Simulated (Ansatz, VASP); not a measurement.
One calculation of Ti, two programs

```
Ti
1.0
    14.00000    0.00000    0.00000
     0.00000   14.40000    0.00000
     0.00000    0.00000   14.80000
Ti
1
Cartesian
  7.0000 7.2000 7.4000
```

Alike in both runs: task single point; functional PBE0; k mesh 1 × 1 × 1; occupations fermi-dirac, width 0.01 eV; collinear spin.

|  | VASP | Ansatz |
| --- | --- | --- |
| version | VASP 6.6.1 | Ansatz 0.2.0 |
| potentials or method | VASP PAW PBE potentials, release 64 (Ti_sv), cutoff 520 eV | plane waves (420 eV) with PAW, scalar-relativistic |
| valence electrons in the cell | 12 | 12 |

|  | VASP | Ansatz | Ansatz less VASP |
| --- | --- | --- | --- |
| gap on the k mesh at the Fermi level (eV) | 2.88 | 2.88 | +0.001 |
| net moment per atom (μB) | 4.00 | 4.00 | 0.000 |
| size of the moment on the site where the two differ most (μB) | 2.43 | 4.00 | +1.568 |

Site moments also hang on the region over which each program counts them. Ansatz's warnings: stability check not made.
